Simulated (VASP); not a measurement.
# PbS in VASP: single point with r2SCAN

Aim: the single point of PbS with r2SCAN.

Everything below comes from runs of VASP 6.6.1. Logs are shortened: lines on timing, memory, paths and dates and some standing lists are left out, and cuts for length are marked.

### Step 1. The cell of the first run

The cell holds a slab with vacuum, 4 atoms: a = 11.298 Å, b = 4.250 Å, c = 4.250 Å, α = 89.97°, β = 90.00°, γ = 90.00°.

### Step 2. Single point, r2SCAN

Contents of POSCAR:

```
PbS
1.0
   11.2982770800      0.0000000000      0.0000000000
    0.0000000000      3.0043750300      3.0061807900
    0.0000000000     -3.0043750300      3.0061807900
Pb S
2 2
Direct
    0.6245814000      0.2566380300      0.7566380300
    0.3754186000      0.7566380300      0.2566380300
    0.6136752500      0.7643619700      0.2643619700
    0.3863247500      0.2643619700      0.7643619700
```

Contents of INCAR.step1:

```
PREC = Accurate
ENCUT = 520
ISMEAR = 0
SIGMA = 0.01
LREAL = False
LASPH = True
NELM = 60
NBANDS = 28
GGA = PE
ALGO = Normal
EDIFF = 1E-4
LWAVE = True
LCHARG = False
```

Contents of INCAR.step2:

```
PREC = Accurate
ENCUT = 520
EDIFF = 1E-6
ISMEAR = 0
SIGMA = 0.01
LREAL = False
LASPH = True
NELM = 60
ALGO = Normal
ISIF = 2
LWAVE = False
LCHARG = False
METAGGA = R2SCAN
LMIXTAU = True
NBANDS = 28
ISTART = 1
```

Contents of KPOINTS:

```
Automatic mesh
0
Gamma
  2 4 4
```

Potentials or basis: VASP PAW PBE potentials, release 64 (Pb_d, S).

The run is started by

```bash
> cat potpaw_PBE.64/Pb_d/POTCAR potpaw_PBE.64/S/POTCAR > POTCAR
> cp INCAR.step1 INCAR
> mpirun -np 1 vasp_std > vasp.out
> cp INCAR.step2 INCAR
> mpirun -np 1 vasp_std > vasp.out
```

OUTCAR:

```text
PREC = Accurate
   ENCUT = 520
   EDIFF = 1E-6
   ISMEAR = 0
   LREAL = False
   LASPH = True
   NELM = 60
   ISIF = 2
   METAGGA = R2SCAN
   ISTART = 1

 ion  position               nearest neighbor table
   1  0.625  0.257  0.757-   4 2.69   3 2.96   3 3.01   3 3.01   3 3.06   2 4.12   2 4.12   2 4.12
                             2 4.12
   2  0.375  0.757  0.257-   3 2.69   4 2.96   4 3.01   4 3.01   4 3.06   1 4.12   1 4.12   1 4.12
                             1 4.12
   3  0.614  0.764  0.264-   2 2.69   1 2.96   1 3.01   1 3.01   1 3.06
   4  0.386  0.264  0.764-   1 2.69   2 2.96   2 3.01   2 3.01   2 3.06

  LATTYP: Found a base centered orthorhombic cell.
 ALAT       =     6.0087500600
 B/A-ratio  =     1.0006010435
 C/A-ratio  =     1.8803040511

  Lattice vectors:

 A1 = (   0.0000000000,   3.0043750300,  -3.0061807900)
 A2 = (   0.0000000000,   3.0043750300,   3.0061807900)
 A3 = (  11.2982770800,   0.0000000000,   0.0000000000)

Analysis of symmetry for initial positions (statically):
=====================================================================
 Subroutine PRICEL returns:
 Original cell was already a primitive cell.

 Routine SETGRP: Setting up the symmetry group for a
 base centered orthorhombic supercell.

 Subroutine GETGRP returns: Found  4 space group operations
 (whereof  2 operations were pure point group operations)
 out of a pool of  8 trial point group operations.

The static configuration has the point symmetry C_2 .
 The point group associated with its full space group is C_2v.

Analysis of symmetry for dynamics (positions and initial velocities):
=====================================================================
 Subroutine PRICEL returns:
 Original cell was already a primitive cell.

 Routine SETGRP: Setting up the symmetry group for a
 base centered orthorhombic supercell.

 Subroutine GETGRP returns: Found  4 space group operations
 (whereof  2 operations were pure point group operations)
 out of a pool of  8 trial point group operations.

The dynamic configuration has the point symmetry C_2 .
 The point group associated with its full space group is C_2v.

 Subroutine INISYM returns: Found  4 space group operations
 (whereof  2 operations are pure point group operations),
 and found     1 'primitive' translations

[... 81 lines left out ...]
   ISPIN  =      1    spin polarized calculation?
   LNONCOLLINEAR =      F non collinear calculations
   LSORBIT =      F    spin-orbit coupling
   LASPH  =      T    aspherical Exc in radial PAW
   ENCUT  =  520.0 eV  38.22 Ry    6.18 a.u.  21.01  7.90  7.90*2*pi/ulx,y,z
   NELM   =     60;   NELMIN=  2; NELMDL=  0     # of ELM steps
   EDIFF  = 0.1E-05   stopping-criterion for ELM
   LREAL  =      F    real-space projection
   EDIFFG = 0.1E-04   stopping-criterion for IOM
   NSW    =      0    number of steps for IOM
   IBRION =     -1    ionic relax: 0-MD 1-quasi-New 2-CG
   NFREE  =      0    steps in history (QN), initial steepest desc. (CG)
   ISIF   =      2    stress and relaxation
   ISYM   =      2    0-nonsym 1-usesym 2-fastsym
   POTIM  = 0.5000    time-step for ionic-motion
   TEBEG  =    0.0;   TEEND  =   0.0 temperature during run
   PSTRESS=    0.0 pullay stress
   NELECT =      40.0000    total number of electrons
   NUPDOWN=      -1.0000    fix difference up-down
   EMIN   =  10.00;   EMAX   =-10.00  energy-range for DOS
   EFERMI =   0.00;   METHOD = LEGACY
   ISMEAR =     0;   SIGMA  =   0.01  broadening in eV -4-tet -1-fermi 0-gaus
   EFERMI_NEDOS =   21; number of points for ismear=-14 and -15
   IALGO  =     38    algorithm
   IMIX   =      4    mixing-type and parameters
     AMIX     =   0.40;   BMIX     =  1.00
     AMIX_MAG =   1.60;   BMIX_MAG =  1.00
  volume/ion in A,a.u.               =      51.02       344.31
  Fermi-wavevector in a.u.,A,eV,Ry     =   0.950950  1.797035 12.303828  0.904306
  Thomas-Fermi vector in A             =   2.079375
   LORBIT       =      0    0 simple, 1 ext, 2 COOP (PROOUT), +10 PAW based schemes
   METAGGA = R2SCAN    functional components
   LHFCALC =     F    Hartree Fock is set to
   AEXX    =    0.0000 exact exchange contribution
   IVDW    =     0    specifies the selected vdW correction
   LEPSILON=     F    determine dielectric tensor
   LRPA    =     F    only Hartree local field effects (RPA)
 non-spin polarized calculation
 Gauss-broadening in eV      SIGMA  =   0.01
  energy-cutoff  :      520.00
  volume of cell :      204.09
 maximum number of plane-waves:      5520
   NGX = 43   NGY = 15   NGZ = 15

 number of electron      39.9999997 magnetization

 Free energy of the ion-electron system (eV)
  ---------------------------------------------------
  ext. energy  EPLUGINS =         0.00000000
  ---------------------------------------------------
  free energy    TOTEN  =      -130.90737265 eV

  energy without entropy =     -130.90737265  energy(sigma->0) =     -130.90737265

 E-fermi :   0.1013     XC(G=0):  -5.9861

 val. band max:        0.0104428525   @ k =   0.0000   0.5000   0.0000
 cond. band min:       2.4164375942   @ k =   0.5000   0.5000   0.0000
 fundamental gap:      2.4059947417
 Fermi energy:         0.1013272856

 k-point     1 :       0.0000    0.0000    0.0000
  band No.  band energies     occupation
      1     -16.6978      2.00000
      2     -16.5992      2.00000
      3     -16.5822      2.00000
      4     -16.5654      2.00000
      5     -16.5616      2.00000
      6     -16.5461      2.00000
[... 423 lines left out ...]
     27       6.9105      0.00000
     28       6.9133      0.00000

------------------------ aborting loop because EDIFF is reached ----------------------------------------

  FORCE on cell =-STRESS in cart. coord.  units (eV):
  Direction    XX          YY          ZZ          XY          YZ          ZX
  --------------------------------------------------------------------------------------
  -------------------------------------------------------------------------------------
  Total       -1.0065714     -0.6553782     -0.6555518      0.0000000      0.0000000      0.0000000
  in kB       -7.9021218     -5.1450681     -5.1464308      0.0000000      0.0000000      0.0000000
  external PRESSURE =      -6.0645402 kB  Pullay stress =       0.0000000 kB

 VOLUME and BASIS-vectors are now :
 -----------------------------------------------------------------------------
  energy-cutoff  :      520.00
  volume of cell :      204.09
      direct lattice vectors                 reciprocal lattice vectors
    11.298277080  0.000000000  0.000000000     0.088509070  0.000000000  0.000000000
     0.000000000  3.004375030  3.006180790     0.000000000  0.166423963  0.166323995
     0.000000000 -3.004375030  3.006180790     0.000000000 -0.166423963  0.166323995

 POSITION                                       TOTAL-FORCE (eV/Angst)
 -----------------------------------------------------------------------------------
      7.05669     -1.50219      3.04609        -0.124018      0.000000     -0.005279
      4.24158      1.50219      3.04609         0.124018      0.000000     -0.005279
      6.93347      1.50219      3.09253        -0.237252      0.000000      0.005279
      4.36480     -1.50219      3.09253         0.237252      0.000000      0.005279
 -----------------------------------------------------------------------------------
    total drift:                                0.000000     -0.000002     -0.000598

  FREE ENERGIE OF THE ION-ELECTRON SYSTEM (eV)
  ---------------------------------------------------
  free  energy   TOTEN  =      -130.9073726545 eV

  energy  without entropy=     -130.9073726545  energy(sigma->0) =     -130.90737265
```

It took 8.8 min on 1 thread of AMD EPYC 7R13, shared host; peak memory 0.32 GiB.

Results:

```
Free energy            : -130.9074 eV
Largest force          : 0.237 eV/Å
Band gap on the k mesh : 2.41 eV, direct
```

Forces in eV/Å, atoms in the order of the input:
```
Pb  -0.124  0.000 -0.005
Pb   0.124  0.000 -0.005
S   -0.237  0.000  0.005
S    0.237  0.000  0.005
```

Caveat: the PAW data sets were made with another functional, which shifts forces and pressure a little; spin-orbit coupling is left out, which moves the levels of the heavy elements.
